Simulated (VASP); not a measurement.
# Br: single point with PBE+D3(BJ)

Crystal: Br.

```
CELL_PARAMETERS angstrom
3.49683 -2.07363 0.00000
3.49683 2.07363 0.00000
0.00000 0.00000 8.57524
ATOMIC_POSITIONS crystal
Br 0.84878 0.15122 0.11909
Br 0.65122 0.34878 0.61909
Br 0.15122 0.84878 0.88091
Br 0.34878 0.65122 0.38091
```

```
Program                 : VASP 6.6.1
Task                    : single point
Functional              : PBE
Dispersion              : D3(BJ)
Potentials or basis     : VASP PAW PBE potentials, release 64 (Br)
Cutoff                  : 520 eV
k mesh                  : 8 × 8 × 4
Occupations             : gaussian, width 0.02 eV
Spin                    : no spin polarisation
Dipole correction       : no
k mesh for the DOS      : 12 × 12 × 6
Occupations for the DOS : tetrahedron
Further INCAR settings  : ALGO = Normal; EDIFF = 1e-06
```

```json
{"Valence electrons inside the program's atomic spheres": "Br 4.75", "Dispersion energy per atom": "-0.232 eV"}
```

Levels at points of the mesh, in eV from the valence-band top:
```csv
k point,band 10,band 11,band 12,band 13,band 14,band 15,band 16,band 17,band 18
"(0.00, 0.00, 0.00)",-1.43,-1.42,-0.60,-0.44,0.00,1.37,2.28,5.94,6.77
"(0.50, 0.00, 0.00)",-2.01,-1.49,-1.49,-0.68,-0.68,2.44,2.44,6.85,6.85
"(0.50, 0.50, 0.00)",-2.02,-2.01,-1.56,-0.71,-0.24,1.33,2.08,6.75,7.78
"(0.00, 0.00, 0.50)",-1.65,-1.12,-1.12,-0.19,-0.19,1.62,1.62,6.57,6.57
"(0.50, 0.00, 0.50)",-2.11,-0.84,-0.84,-0.04,-0.04,1.76,1.76,7.26,7.26
"(0.50, 0.50, 0.50)",-1.99,-1.28,-1.28,-0.97,-0.97,1.54,1.54,7.88,7.88
```

It took 6.2 min on 1 thread of Oxide Virtual Turin-like Processor (shared host), peak memory 0.39 GiB.
